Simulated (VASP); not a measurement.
Input of a VASP 6.6.1 run:

Contents of INCAR:

```
PREC = Accurate ; ENCUT = 600
EDIFF = 1E-6 ; ISMEAR = 0
SIGMA = 0.1 ; LREAL = False
LASPH = True ; NELM = 80
ALGO = Fast ; ISIF = 4
LWAVE = False ; LCHARG = False
GGA = PE ; IBRION = 2
NSW = 50 ; EDIFFG = -0.01
```

KPOINTS

```
Automatic mesh
0
Gamma
  26 26 26
```

The input POSCAR:

```
Zn
1.0
   -1.7608385568      1.7608385568      1.3239570995
    1.7608385568     -1.7608385568      1.3239570995
    1.7608385568      1.7608385568     -1.3239570995
Zn
1
Direct
    0.5000000000      0.5000000000      0.0000000000
```

Potentials or basis: VASP PAW PBE potentials, release 64 (Zn).

The run is started by

```sh
$ cat potpaw_PBE.64/Zn/POTCAR > POTCAR
$ mpirun -np 1 vasp_std > vasp.out
```

Problem. What does it give for the band gap on the k mesh?

Solution. Zero (bands 6 and 7 overlap by 6.00 eV).

The path:
```tsv
step	energy change (eV)	largest force (eV/Å)	pressure (GPa)	volume (Å³)
1	0.0000	0.0000	-3.21	16.42
2	-0.0001	0.0000	-3.02	16.42
3	-0.0002	0.0000	-2.93	16.42
```
